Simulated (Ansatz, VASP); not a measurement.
# Two plane-wave programs on ZnO

Contents of INCAR:

```
SYSTEM = ZnO
ALGO     = Normal         ! electronic algorithm
EDIFF    = 1E-7           ! SCF threshold, eV
EDIFFG   = -0.002         ! ionic threshold
ENCUT    = 600            ! plane-wave cutoff, eV
GGA      = PS             ! functional
GGA_COMPAT= .False.      
IBRION   = 2              ! ionic algorithm
ISIF     = 3              ! what is computed and relaxed
ISMEAR   = 0              ! smearing method
LASPH    = .True.         ! aspherical terms in the spheres
LCHARG   = .False.        ! write CHGCAR
LREAL    = .False.        ! projectors in reciprocal space
LWAVE    = .False.        ! write WAVECAR
NELM     = 120            ! most SCF steps
NELMIN   = 4            
NSW      = 100            ! ionic steps
PREC     = Accurate       ! precision mode
SIGMA    = 0.02           ! smearing width, eV
```

The input KPOINTS:

```
k-points
0
Gamma
  9 9 6
  0 0 0
```

File POSCAR:

```
ZnO
1.0
    3.2373510200      0.0000000000      0.0000000000
   -1.6186755100      2.8036282300      0.0000000000
    0.0000000000      0.0000000000      5.2220613000
Zn O
2 2
Direct
    0.6666666700      0.3333333300      0.5005917000
    0.3333333300      0.6666666700      0.0005917000
    0.6666666700      0.3333333300      0.8797183000
    0.3333333300      0.6666666700      0.3797183000
```

Input for Ansatz:

```yaml
crystal:
  lattice:
    - [3.23735102, 0.0, 0.0]
    - [-1.61867551, 2.80362823, 0.0]
    - [0.0, 0.0, 5.2220613]
  atoms:
    - { symbol: Zn, position: [0.66666667, 0.33333333, 0.5005917] }
    - { symbol: Zn, position: [0.33333333, 0.66666667, 0.0005917] }
    - { symbol: O, position: [0.66666667, 0.33333333, 0.8797183] }
    - { symbol: O, position: [0.33333333, 0.66666667, 0.3797183] }
basis:
  ecutwfc: 420
kpoints:
  mp_grid: { grid: [9, 9, 6] }
hamiltonian:
  xc: pbesol
  pseudopotentials: { kind: paw }
scf:
  occupations: { method: gaussian, width: 0.02 }
output:
  forces: true
  stress: true
  eigenvalues: true
relax:
  adjacent_minimum: "off"
  f_tol: 0.002
  max_steps: 80
  cell: { stress_tol: 0.02 }
```

Alike in both runs: task relaxation of cell and atoms; functional PBEsol; k mesh 9 × 9 × 6; occupations gaussian, width 0.02 eV; no spin polarisation.

|  | VASP | Ansatz |
| --- | --- | --- |
| version | VASP 6.6.1 | Ansatz 0.2.0 |
| potentials or method | VASP PAW PBE potentials, release 64 (Zn, O), cutoff 600 eV | scalar-relativistic, plane waves, PAW |
| valence electrons in the cell | 36 | 36 |

```csv
,VASP,Ansatz,Ansatz less VASP
"gap on the k mesh at the Fermi level, each at its own relaxed structure (eV)",0.68,0.70,+0.022
relaxed volume (Å³/atom),11.84,11.78,-0.066
relaxed cell length with the largest relative difference (Å),5.224,5.214,-0.0105
```

VASP's potentials were made for PBE, not for PBEsol.
